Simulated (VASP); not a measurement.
# CdPd (P4/mmm) in VASP: single point with LDA

Aim: the single point of CdPd with LDA.

Program: VASP 6.6.1. These are calculated values, not measurements. Logs are shortened: lines on timing, memory, paths and dates and some standing lists are left out, and cuts for length are marked.

### 1 The cell of the first run

Symmetry: P4/mmm, No. 123, tetragonal system. Conventional cell: a = 3.028 Å, b = 3.028 Å, c = 3.631 Å, α = 90.00°, β = 90.00°, γ = 90.00°. Cd (site symmetry 4/mmm) has 8 Pd at 2.81 Å and 6 Cd at 3.03 to 3.63 Å within 3.7 Å. Pd (site symmetry 4/mmm) has 8 Cd at 2.81 Å and 6 Pd at 3.03 to 3.63 Å within 3.7 Å.

### 2 Single point, LDA

Input file INCAR:

```
ALGO = Normal
EDIFF = 1E-6
ENCUT = 500
GGA_COMPAT = False
ISIF = 2
ISMEAR = 0
LASPH = True
LCHARG = False
LREAL = False
LWAVE = False
NBANDS = 18
NELM = 120
PREC = Accurate
SIGMA = 0.1
```

Input file KPOINTS:

```
k-points
0
Gamma
  6 6 6
```

Input file POSCAR:

```
CdPd
1.0
    3.0276000000      0.0000000000      0.0000000000
    0.0000000000      3.0276000000      0.0000000000
    0.0000000000      0.0000000000      3.6310000000
Cd Pd
1 1
Direct
    0.0000000000      0.0000000000      0.0000000000
    0.5000000000      0.5000000000      0.5000000000
```

Potentials or basis: VASP PAW LDA potentials, release 64 (Cd, Pd).

On the command line:

```sh
$ cat potpaw_LDA.64/Cd/POTCAR potpaw_LDA.64/Pd/POTCAR > POTCAR
$ mpirun -np 1 vasp_std > vasp.out
```

OUTCAR:

```text
EDIFF = 1E-6
   ENCUT = 500
   ISIF = 2
   ISMEAR = 0
   LASPH = True
   LREAL = False
   NELM = 120
   PREC = Accurate

 ion  position               nearest neighbor table
   1  0.000  0.000  0.000-   2 2.81   2 2.81   2 2.81   2 2.81   2 2.81   2 2.81   2 2.81   2 2.81

   2  0.500  0.500  0.500-   1 2.81   1 2.81   1 2.81   1 2.81   1 2.81   1 2.81   1 2.81   1 2.81

  LATTYP: Found a simple tetragonal cell.
 ALAT       =     3.0276000000
 C/A-ratio  =     1.1992997754

  Lattice vectors:

 A1 = (   3.0276000000,   0.0000000000,   0.0000000000)
 A2 = (   0.0000000000,   3.0276000000,   0.0000000000)
 A3 = (   0.0000000000,   0.0000000000,   3.6310000000)

Analysis of symmetry for initial positions (statically):
=====================================================================
 Subroutine PRICEL returns:
 Original cell was already a primitive cell.

 Routine SETGRP: Setting up the symmetry group for a
 simple tetragonal supercell.

 Subroutine GETGRP returns: Found 16 space group operations
 (whereof 16 operations were pure point group operations)
 out of a pool of 16 trial point group operations.

The static configuration has the point symmetry D_4h.

Analysis of symmetry for dynamics (positions and initial velocities):
=====================================================================
 Subroutine PRICEL returns:
 Original cell was already a primitive cell.

 Routine SETGRP: Setting up the symmetry group for a
 simple tetragonal supercell.

 Subroutine GETGRP returns: Found 16 space group operations
 (whereof 16 operations were pure point group operations)
 out of a pool of 16 trial point group operations.

The dynamic configuration has the point symmetry D_4h.

 Subroutine INISYM returns: Found 16 space group operations
 (whereof 16 operations are pure point group operations),
 and found     1 'primitive' translations

----------------------------------------------------------------------------------------

                                     Primitive cell

  volume of cell :      33.2831

  direct lattice vectors                    reciprocal lattice vectors
     3.027600000  0.000000000  0.000000000     0.330294623  0.000000000  0.000000000
     0.000000000  3.027600000  0.000000000     0.000000000  0.330294623  0.000000000
     0.000000000  0.000000000  3.631000000     0.000000000  0.000000000  0.275406224

  length of vectors
     3.027600000  3.027600000  3.631000000     0.330294623  0.330294623  0.275406224

  position of ions in fractional coordinates (direct lattice)
     0.000000000  0.000000000  0.000000000
     0.500000000  0.500000000  0.500000000

  ion indices of the primitive-cell ions
   primitive index   ion index
                 1           1
                 2           2

----------------------------------------------------------------------------------------

 KPOINTS: k-points

Automatic generation of k-mesh.
 Grid dimensions read from file:
 generate k-points for:    6    6    6

 Generating k-lattice:

  Cartesian coordinates                     Fractional coordinates (reciprocal lattice)
     0.055049104  0.000000000  0.000000000     0.166666667  0.000000000  0.000000000
     0.000000000  0.055049104  0.000000000     0.000000000  0.166666667  0.000000000
     0.000000000  0.000000000  0.045901037     0.000000000  0.000000000  0.166666667

  Length of vectors
     0.055049104  0.055049104  0.045901037

  Shift w.r.t. Gamma in fractional coordinates (k-lattice)
     0.000000000  0.000000000  0.000000000

 Subroutine IBZKPT returns following result:
 ===========================================

 Found     40 irreducible k-points:

 Following reciprocal coordinates:
            Coordinates               Weight
  0.000000  0.000000  0.000000      1.000000
  0.166667  0.000000  0.000000      4.000000
  0.333333  0.000000  0.000000      4.000000
  0.500000  0.000000  0.000000      2.000000
  0.166667  0.166667  0.000000      4.000000
  0.333333  0.166667  0.000000      8.000000
[... 16 lines left out ...]
  0.333333  0.000000  0.333333      8.000000
  0.500000  0.000000  0.333333      4.000000
 [... further k-points ...]
   k-points           NKPTS =     40   k-points in BZ     NKDIM =     40   number of bands    NBANDS=     18
   number of dos      NEDOS =    301   number of ions     NIONS =      2
   total plane-waves  NPLWV =  16128
   dimension x,y,z NGX =    24 NGY =   24 NGZ =   28
   dimension x,y,z NGXF=    48 NGYF=   48 NGZF=   56
   ions per type =               1   1
   NGX,Y,Z   is equivalent  to a cutoff of  13.18, 13.18, 12.82 a.u.
   NGXF,Y,Z  is equivalent  to a cutoff of  26.36, 26.36, 25.64 a.u.
 SYSTEM =  unknown system
   PREC   = accura    normal or accurate (medium, high low for compatibility)
   ISTART =      0    job   : 0-new  1-cont  2-samecut
   ICHARG =      2    charge: 1-file 2-atom 10-const
   ISPIN  =      1    spin polarized calculation?
   LNONCOLLINEAR =      F non collinear calculations
   LSORBIT =      F    spin-orbit coupling
   LASPH  =      T    aspherical Exc in radial PAW
   ENCUT  =  500.0 eV  36.75 Ry    6.06 a.u.   5.52  5.52  6.62*2*pi/ulx,y,z
   NELM   =    120;   NELMIN=  2; NELMDL= -5     # of ELM steps
   EDIFF  = 0.1E-05   stopping-criterion for ELM
   LREAL  =      F    real-space projection
   EDIFFG = 0.1E-04   stopping-criterion for IOM
   NSW    =      0    number of steps for IOM
   IBRION =     -1    ionic relax: 0-MD 1-quasi-New 2-CG
   NFREE  =      0    steps in history (QN), initial steepest desc. (CG)
   ISIF   =      2    stress and relaxation
   ISYM   =      2    0-nonsym 1-usesym 2-fastsym
   POTIM  = 0.5000    time-step for ionic-motion
   TEBEG  =    0.0;   TEEND  =   0.0 temperature during run
   PSTRESS=    0.0 pullay stress
   NELECT =      22.0000    total number of electrons
   NUPDOWN=      -1.0000    fix difference up-down
   EMIN   =  10.00;   EMAX   =-10.00  energy-range for DOS
   EFERMI =   0.00;   METHOD = LEGACY
   ISMEAR =     0;   SIGMA  =   0.10  broadening in eV -4-tet -1-fermi 0-gaus
   EFERMI_NEDOS =   21; number of points for ismear=-14 and -15
   IALGO  =     38    algorithm
   IMIX   =      4    mixing-type and parameters
     AMIX     =   0.40;   BMIX     =  1.00
     AMIX_MAG =   1.60;   BMIX_MAG =  1.00
  volume/ion in A,a.u.               =      16.64       112.30
  Fermi-wavevector in a.u.,A,eV,Ry     =   1.426072  2.694884 27.669896  2.033680
  Thomas-Fermi vector in A             =   2.546388
   LORBIT       =      0    0 simple, 1 ext, 2 COOP (PROOUT), +10 PAW based schemes
   GGA     = CA    functional components
   LHFCALC =     F    Hartree Fock is set to
   AEXX    =    0.0000 exact exchange contribution
   IVDW    =     0    specifies the selected vdW correction
   LEPSILON=     F    determine dielectric tensor
   LRPA    =     F    only Hartree local field effects (RPA)
 non-spin polarized calculation
 Gauss-broadening in eV      SIGMA  =   0.10
  energy-cutoff  :      500.00
  volume of cell :       33.28
 maximum number of plane-waves:       861
 NGX is ok and might be reduce to    24
   NGX = 11   NGY = 11   NGZ = 13

 number of electron      21.9999995 magnetization

 Free energy of the ion-electron system (eV)
  ---------------------------------------------------
  ext. energy  EPLUGINS =         0.00000000
  ---------------------------------------------------
  free energy    TOTEN  =        -8.82793661 eV

  energy without entropy =       -8.82523176  energy(sigma->0) =       -8.82658418

 E-fermi :   6.2129     XC(G=0): -12.7919

 val. band max:        6.1381163638   @ k =   0.5000   0.5000   0.0000
 cond. band min:       6.2354415341   @ k =   0.5000   0.1667   0.3333
 fundamental gap:      0.0973251703
 Fermi energy:         6.2128508529

 k-point     1 :       0.0000    0.0000    0.0000
  band No.  band energies     occupation
      1      -3.1797      2.00000
      2      -3.0182      2.00000
      3      -2.4704      2.00000
      4      -2.1249      2.00000
      5      -2.1249      2.00000
      6      -1.8723      2.00000
[... 10 lines left out ...]
     17      21.0987      0.00000
     18      22.6386      0.00000

 k-point     2 :       0.1667    0.0000    0.0000
  band No.  band energies     occupation
      1      -3.0581      2.00000
      2      -2.7994      2.00000
      3      -2.2280      2.00000
      4      -2.0819      2.00000
      5      -1.9813      2.00000
      6      -1.9652      2.00000
[... 10 lines left out ...]
     17      22.5973      0.00000
     18      23.1717      0.00000

 k-point     3 :       0.3333    0.0000    0.0000
  band No.  band energies     occupation
      1      -2.8847      2.00000
      2      -2.4276      2.00000
      3      -2.3974      2.00000
      4      -2.1454      2.00000
      5      -1.9937      2.00000
      6      -0.4292      2.00000
[... 10 lines left out ...]
     17      20.1112      0.00000
     18      21.3766      0.00000

 k-point     4 :       0.5000    0.0000    0.0000
  band No.  band energies     occupation
      1      -2.8017      2.00000
      2      -2.5243      2.00000
      3      -2.2330      2.00000
      4      -2.2076      2.00000
      5      -1.9484      2.00000
      6       1.2335      2.00000
[... 375 lines left out ...]
      4      -2.1186      2.00000
      5      -1.9587      2.00000
      6      -0.4259      2.00000
[... 10 lines left out ...]
     17      22.1130      0.00000
     18      22.5820      0.00000

 k-point    23 :       0.3333    0.0000    0.3333
  band No.  band energies     occupation
      1      -2.8914      2.00000
      2      -2.7614      2.00000
      3      -2.2390      2.00000
      4      -2.1128      2.00000
      5      -2.0724      2.00000
      6       0.7328      2.00000
[... 10 lines left out ...]
     17      21.5263      0.00000
     18      23.0475      0.00000

 k-point    24 :       0.5000    0.0000    0.3333
  band No.  band energies     occupation
      1      -2.9221      2.00000
      2      -2.8595      2.00000
      3      -2.3441      2.00000
      4      -2.1393      2.00000
      5      -1.8797      2.00000
      6       1.5873      2.00000
[... 10 lines left out ...]
     17      20.7761      0.00000
     18      22.5860      0.00000

 [... further k-points ...]

------------------------ aborting loop because EDIFF is reached ----------------------------------------

  FORCE on cell =-STRESS in cart. coord.  units (eV):
  Direction    XX          YY          ZZ          XY          YZ          ZX
  --------------------------------------------------------------------------------------
  -------------------------------------------------------------------------------------
  Total       -1.1556312     -1.1556312     -0.6208586      0.0000000      0.0000000     -0.0000000
  in kB      -55.6296859    -55.6296859    -29.8868448      0.0000000      0.0000000     -0.0000000
  external PRESSURE =     -47.0487388 kB  Pullay stress =       0.0000000 kB

 VOLUME and BASIS-vectors are now :
 -----------------------------------------------------------------------------
  energy-cutoff  :      500.00
  volume of cell :       33.28
      direct lattice vectors                 reciprocal lattice vectors
     3.027600000  0.000000000  0.000000000     0.330294623  0.000000000  0.000000000
     0.000000000  3.027600000  0.000000000     0.000000000  0.330294623  0.000000000
     0.000000000  0.000000000  3.631000000     0.000000000  0.000000000  0.275406224

 POSITION                                       TOTAL-FORCE (eV/Angst)
 -----------------------------------------------------------------------------------
      0.00000      0.00000      0.00000         0.000000      0.000000      0.000000
      1.51380      1.51380      1.81550         0.000000      0.000000      0.000000
 -----------------------------------------------------------------------------------
    total drift:                                0.000000      0.000000     -0.000000

  FREE ENERGIE OF THE ION-ELECTRON SYSTEM (eV)
  ---------------------------------------------------
  free  energy   TOTEN  =        -8.8279366132 eV

  energy  without entropy=       -8.8252317565  energy(sigma->0) =       -8.82658418
```

It took 21 s on 1 thread of Intel Xeon 8259CL, shared host; peak memory 0.15 GiB.

Results:

| Item | Value |
| --- | --- |
| Free energy | -8.8279 eV |
| Pressure | -4.7 GPa |
| Band gap on the k mesh | zero (bands 11 and 12 overlap by 5.32 eV) |

Stress tensor (GPa, compression positive):
```
-5.56  0.00  0.00
 0.00 -5.56  0.00
 0.00  0.00 -2.99
```

Caveat: the cell stands under tension.

The gap in the log of VASP goes by the Fermi energy; the results here count the filled bands.